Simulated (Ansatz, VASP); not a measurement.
# Two plane-wave programs on Cd

The input INCAR:

```
SYSTEM = Cd
PREC     = Accurate       ! precision mode
ENCUT    = 520            ! plane-wave cutoff, eV
EDIFF    = 1E-6           ! SCF threshold, eV
ISMEAR   = -1             ! smearing method
SIGMA    = 0.1            ! smearing width, eV
LREAL    = .FALSE.        ! projectors in reciprocal space
LASPH    = .TRUE.         ! aspherical terms in the spheres
NELM     = 80             ! most SCF steps
ALGO     = Normal         ! electronic algorithm
ISIF     = 2              ! what is computed and relaxed
LWAVE    = .FALSE.        ! write WAVECAR
LCHARG   = .FALSE.        ! write CHGCAR
GGA      = PE             ! functional
NBANDS   = 19             ! bands
```

KPOINTS

```
Automatic mesh
0
G
  13 13 13
  0 0 0
```

The input POSCAR:

```
Cd
1.0
    0.0000000000      3.4688120772      3.4688120772
    3.4688120772      0.0000000000      3.4688120772
    3.4688120772      3.4688120772      0.0000000000
Cd
2
Direct
    0.1250000000      0.1250000000      0.1250000000
    0.8750000000      0.8750000000      0.8750000000
```

Input for Ansatz:

```yaml
crystal:
  lattice:
    - [0.0, 3.4688120772, 3.4688120772]
    - [3.4688120772, 0.0, 3.4688120772]
    - [3.4688120772, 3.4688120772, 0.0]
  atoms:
    - { symbol: Cd, position: [0.125, 0.125, 0.125] }
    - { symbol: Cd, position: [0.875, 0.875, 0.875] }
hamiltonian:
  xc: pbe
  pseudopotentials:
    kind: paw
    azcp:
      Cd: "pseudopotentials/Cd.paw.azcp"
basis:
  ecutwfc: 420
  fft_grid_basis: typed
kpoints:
  mp_grid: { grid: [13, 13, 13], shift: [0, 0, 0] }
magnetization:
  spin_polarized: false
scf:
  occupations: { method: fermi_dirac, width: 0.1 }
output:
  stress: true
```

Alike in both runs: task single point; functional PBE; k mesh 13 × 13 × 13; occupations fermi-dirac, width 0.1 eV; no spin polarisation.

|  | VASP | Ansatz |
| --- | --- | --- |
| version | VASP 6.6.1 | Ansatz 0.2.0 |
| potentials or method | VASP PAW PBE potentials, release 64 (Cd), cutoff 520 eV | plane waves (420 eV) with PAW, scalar-relativistic |
| valence electrons in the cell | 24 | 40 |

Ansatz gave:

| Quantity | Value |
| --- | --- |
| pressure (GPa) | -1.1 |

**Question.** What did VASP give for the same quantities?

**Answer.** Pressure (GPa): -1.0.

With one functional, cell and mesh, what is left measures potentials, basis and numerics. VASP's potentials hold 24 valence electrons a cell and Ansatz's 40, so a difference there can come from the potentials and not from the codes.
